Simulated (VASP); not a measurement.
# H2CO in VASP: a series of runs, part 2 of 2

VASP 6.6.1. Earlier steps stand in the parts before.

## Step 5: Single point, PBE+D3(BJ)

The input, INCAR:

```
SYSTEM = H2CO
PREC     = Accurate       ! precision mode
ENCUT    = 520            ! plane-wave cutoff, eV
EDIFF    = 1E-6           ! SCF threshold, eV
ISMEAR   = -1             ! smearing method
SIGMA    = 0.02           ! smearing width, eV
LREAL    = Auto         
LASPH    = .TRUE.         ! aspherical terms in the spheres
NELM     = 60             ! most SCF steps
ALGO     = Normal         ! electronic algorithm
ISIF     = 2              ! what is computed and relaxed
LWAVE    = .FALSE.        ! write WAVECAR
LCHARG   = .TRUE.         ! write CHGCAR
GGA      = PE             ! functional
IVDW     = 12             ! dispersion correction
LELF     = .TRUE.         ! ELF
LVHAR    = .TRUE.       
NBANDS   = 70             ! bands
```

The input, KPOINTS:

```
regular mesh
0
G
  1 1 1
  0 0 0
```

The input, POSCAR:

```
H2CO
1.0
    7.6012920000      0.0000000000      0.0000000000
    0.0000000000      7.6012920000      0.0000000000
    0.0000000000      0.0000000000      7.6012920000
O C H
8 8 16
Direct
    0.9790440888      0.8764167986      1.0213921528
   -0.0237722745      0.4509759657      0.2658232311
    0.5120182201      0.3536504057      0.5954119379
    0.5465386674      0.5611809150      0.0638049426
    0.2886877652      1.0715941448      0.7210353187
    0.5792699452      0.1257417818      1.1248350938
    0.2413668624      0.6481003493      0.7354539202
    0.7005519588      0.7907208406      0.4903245396
    0.9863717905      0.9152391462      0.8669315690
    0.0177864500      0.3032905459      0.2336050240
    0.5704951211      0.3463884824      0.4444639148
    0.5187407614      0.7029068216     -0.0075645035
    0.3475593360      0.9553112813      0.6213680516
    0.5841243831      0.1846396639      0.9716242976
    0.2221859126      0.4997703022      0.6719120907
    0.8007717635      0.8578015422      0.3806063496
    1.0008824816      1.0525052846      0.8179004306
    0.9599420730      0.8247282173      0.7643569014
   -0.0861169391      0.1953615254      0.2298556614
    0.1546579187      0.2636130805      0.2097932825
    0.5117682626      0.4198102112      0.3290361691
    0.6775295568      0.2490234555      0.4143374574
    0.6255778623      0.8061261165     -0.0140370874
    0.3909598526      0.7331779913     -0.0788681714
    0.2692305466      0.9171335610      0.4973496611
    0.4772083483      0.8942690269      0.6411541617
    0.5069269803      0.3031195223      0.9380115907
    0.6488239105      0.1060346057      0.8658133380
    0.1754833257      0.4922057987      0.5359878294
    0.2107668012      0.3707396058      0.7392953724
    0.9099242602      0.9433659436      0.4186262020
    0.7942991797      0.8324505887      0.2402223201
```

The run is started by

```
> cat potpaw_PBE.64/O/POTCAR potpaw_PBE.64/C/POTCAR potpaw_PBE.64/H/POTCAR > POTCAR
> mpirun -np 1 vasp_gam > vasp.out
```

Wall time 71 s (1 thread of Intel Xeon Platinum 8488C (Sapphire Rapids), shared host); peak memory 0.47 GiB.

It converged, with:

```yaml
Free_energy: -178.7682 eV
Pressure: -0.4 GPa
Largest_force: 2.330 eV/Å
Band_gap_on_the_k_mesh: 2.80 eV
Dispersion_energy_per_atom: -0.041 eV
```

Forces on the atoms (eV/Å):
```
O    0.324 -0.021  0.596
O   -0.396  2.142  0.482
O    0.252  0.319 -0.686
O   -0.140  0.244 -0.034
O    0.590 -1.201 -0.739
O    0.288  0.615 -1.544
O    0.092 -0.927  0.196
O    0.872  0.657 -0.849
C   -0.644  1.470  0.282
C   -0.588 -2.244 -0.217
C   -0.496 -0.351  0.082
C    0.010  0.397 -0.441
C   -1.406  1.149 -0.133
C   -0.914 -1.214  1.686
C   -1.028  0.651 -0.412
C   -1.006 -1.054  1.037
H    0.234  0.128  0.316
H   -0.075 -1.432 -1.153
H    0.549  0.237 -0.132
H    0.500 -0.177 -0.158
H    0.414 -0.178  0.635
H   -0.115  0.493 -0.044
H   -0.302 -0.281  0.118
H    0.699 -0.214  0.690
H    0.718  0.128  0.834
H    0.040 -0.136 -0.031
H    0.390  0.106 -0.182
H    0.132  0.303 -0.002
H    0.305 -0.130 -0.729
H    0.533  0.267  0.612
H    0.447  0.476  0.425
H   -0.278 -0.225 -0.505
```

Stress tensor (GPa, compression positive):
```
-0.52  0.10  0.24
 0.10 -0.31  0.85
 0.24  0.85 -0.44
```

Levels at points of the mesh, in eV from the valence-band top:
```tsv
k point	band 45	band 46	band 47	band 48	band 49	band 50	band 51	band 52
(0.00, 0.00, 0.00)	-0.52	-0.41	-0.27	0.00	2.80	2.87	2.97	3.06
```

Caveat: the k points lie up to 0.83 Å⁻¹ apart.

## Step 6: Single point, PBE+D3(BJ)

The input, INCAR:

```
  PREC = Accurate
  ENCUT = 520
  EDIFF = 1E-7
  ISMEAR = -1
  SIGMA = 0.02
  LREAL = Auto
  LASPH = T
  NELM = 80
  ALGO = Normal
  ISIF = 2
  LWAVE = F
  LCHARG = F
  GGA = PE
  IVDW = 12
  NBANDS = 70
```

The input, KPOINTS:

```
Automatic mesh
0
Gamma
  1 1 1
```

The input, POSCAR:

```
H2CO
1.0
    7.6012920000      0.0000000000      0.0000000000
    0.0000000000      7.6012920000      0.0000000000
    0.0000000000      0.0000000000      7.6012920000
O C H
8 8 16
Direct
    0.9867006819      0.9570083612      1.0183795071
   -0.0365990413      0.4459636599      0.2790578233
    0.5698110269      0.3438231290      0.5951093577
    0.5246081850      0.5848874112      0.0980096541
    0.2712696736      1.0919985708      0.7118526693
    0.6038841818      0.0699486350      1.0936035611
    0.2189364650      0.6302218097      0.7336121280
    0.7002099117      0.7631071139      0.5212929591
    0.9439711039      0.9211065698      0.8678261538
   -0.0121952952      0.2897796848      0.2394724476
    0.6017529652      0.3665955735      0.4413197125
    0.5736130121      0.6983418082     -0.0020785940
    0.3366664509      0.9983171282      0.6068442049
    0.5580104014      0.1534607538      0.9701245525
    0.2401039192      0.5136889887      0.6309979935
    0.7819328609      0.8141905350      0.3962615829
    0.9111608921      1.0271148642      0.7666854529
    0.9500095510      0.7823801533      0.8191370625
    0.0223383078      0.1940854265      0.3413367096
   -0.0254430431      0.2375911884      0.1007591867
    0.5598127266      0.4796947677      0.3705028040
    0.6615717433      0.2661652782      0.3551106838
    0.7160230129      0.7181805409     -0.0388881259
    0.4785107584      0.7989562827     -0.0555958119
    0.2731903997      0.9418925099      0.4899693368
    0.4707226087      0.9432343870      0.6163952128
    0.5123734228      0.2971863204      0.9860692103
    0.5808617798      0.1149936090      0.8315691596
    0.2521018795      0.5192275208      0.4887458606
    0.2672308865      0.3660956585      0.6737407272
    0.8161770394      0.9642834402      0.3787777131
    0.8293063863      0.7337305290      0.2866881051
```

Potentials or basis: VASP PAW PBE potentials, release 64 (O, C, H).

The run is started by

```
> cat potpaw_PBE.64/O/POTCAR potpaw_PBE.64/C/POTCAR potpaw_PBE.64/H/POTCAR > POTCAR
> mpirun -np 1 vasp_gam > vasp.out
```

OUTCAR:

```text
PREC = Accurate
   ENCUT = 520
   EDIFF = 1E-7
   ISMEAR = -1
   LREAL = Auto
   LASPH = T
   NELM = 80
   ISIF = 2
   GGA = PE
   IVDW = 12
 IVDW          = 12

 ion  position               nearest neighbor table
   1  0.987  0.957  0.018-   9 1.22
   2  0.963  0.446  0.279-  10 1.24
   3  0.570  0.344  0.595-  11 1.21
   4  0.525  0.585  0.098-  12 1.21
   5  0.271  0.092  0.712-  13 1.18
[... 327 lines left out ...]
  -------------------------------------------------------------------------------------
  Total       2.20000     0.86221     7.88503    -1.29576    -0.35975    -1.51423
  in kB       8.02547     3.14528    28.76418    -4.72687    -1.31236    -5.52383
  external pressure =       13.31 kB  Pullay stress =        0.00 kB

 VOLUME and BASIS-vectors are now :
 -----------------------------------------------------------------------------
  energy-cutoff  :      520.00
  volume of cell :      439.20
      direct lattice vectors                 reciprocal lattice vectors
     7.601292000  0.000000000  0.000000000     0.131556583  0.000000000  0.000000000
     0.000000000  7.601292000  0.000000000     0.000000000  0.131556583  0.000000000
     0.000000000  0.000000000  7.601292000     0.000000000  0.000000000  0.131556583

 POSITION                                       TOTAL-FORCE (eV/Angst)
 -----------------------------------------------------------------------------------
      7.50020      7.27450      0.13971        -0.224576     -0.051656     -0.227937
      7.32309      3.38990      2.12120         0.300409     -1.119877     -0.305228
      4.33130      2.61350      4.52360         0.050138     -0.223811      1.276359
      3.98770      4.44590      0.74500        -0.106143     -0.768104      0.347090
      2.06200      0.69931      5.41100        -1.739959      2.264781      2.229190
      4.59030      0.53170      0.71151         0.486315     -1.910972      2.426167
[... 24 lines left out ...]
      6.20400      7.32980      2.87920        -0.236289     -1.169682      0.238872
      6.30380      5.57730      2.17920         0.094061     -0.583870     -0.184415
 -----------------------------------------------------------------------------------
    total drift:                               -0.007279      0.011889      0.010004

  FREE ENERGIE OF THE ION-ELECTRON SYSTEM (eV)
  ---------------------------------------------------
  free  energy   TOTEN  =      -178.7238106728 eV

  energy  without entropy=     -178.7238106728  energy(sigma->0) =     -178.72381067
```

Run time: 62 s. Hardware: 1 thread of Intel Xeon Platinum 8488C (Sapphire Rapids), shared host; peak memory 0.47 GiB.

Results:

```
Free energy                : -178.7238 eV
Pressure                   : 1.3 GPa
Largest force              : 4.220 eV/Å
Band gap on the k mesh     : 2.98 eV
Dispersion energy per atom : -0.041 eV
```

Forces on the atoms (eV/Å):
```
O   -0.225 -0.052 -0.228
O    0.300 -1.120 -0.305
O    0.050 -0.224  1.276
O   -0.106 -0.768  0.347
O   -1.740  2.265  2.229
O    0.486 -1.911  2.426
O   -0.385  1.906  0.926
O   -0.585 -0.638  0.941
C    0.600  0.234 -0.358
C   -0.445  1.512 -0.687
C    0.026 -0.870 -0.732
C    0.052  1.407 -0.497
C    1.801 -2.933 -2.040
C   -0.259  3.207 -2.051
C    1.169 -4.054 -0.008
C    0.833  2.440 -0.991
H   -0.018 -0.512  0.540
H   -0.172  0.258 -0.012
H    0.180 -0.497  0.375
H    0.103  0.295  0.661
H   -0.283  1.448 -0.559
H    0.302 -0.446  0.069
H   -0.458 -0.298  0.049
H    0.303 -0.474 -0.045
H   -0.801  0.190 -0.540
H    0.512  0.231  0.328
H   -0.058 -0.871 -0.102
H   -0.206 -0.340 -0.137
H   -0.186  0.878 -0.968
H   -0.651  1.491  0.037
H   -0.236 -1.170  0.239
H    0.094 -0.584 -0.184
```

Caveat: the k points lie up to 0.83 Å⁻¹ apart.
